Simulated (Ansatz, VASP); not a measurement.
## Two plane-wave programs on ZrC

```xyz
4
Lattice="3.3723 0.0000 0.0000 -1.6861 2.9205 0.0000 0.0000 0.0000 5.2944" Properties=species:S:1:pos:R:3 pbc="T T T"
Zr    0.0000    0.0000    0.0000
Zr    0.0000    1.9470    2.6472
C     1.6861    0.9735    1.3236
C     1.6861    0.9735    3.9708
```

Alike in both runs: task single point; functional PBE; k mesh 21 × 21 × 18; occupations gaussian, width 0.1 eV; no spin polarisation.

|  | VASP | Ansatz |
| --- | --- | --- |
| version | VASP 6.6.1 | Ansatz 0.2.0 |
| potentials or method | VASP PAW PBE potentials, release 64 (Zr_sv, C), cutoff 520 eV | scalar-relativistic, plane waves, PAW |
| valence electrons in the cell | 32 | 32 |

VASP gave:

| Quantity | Value |
| --- | --- |
| gap on the k mesh at the Fermi level (eV) | none |
| pressure (GPa) | 0.2 |

Problem. Which values does Ansatz return?

Solution. gap on the k mesh at the Fermi level (eV): none; pressure (GPa): 0.0.

A gap of «none» marks a metal or a gap that the smearing closes.
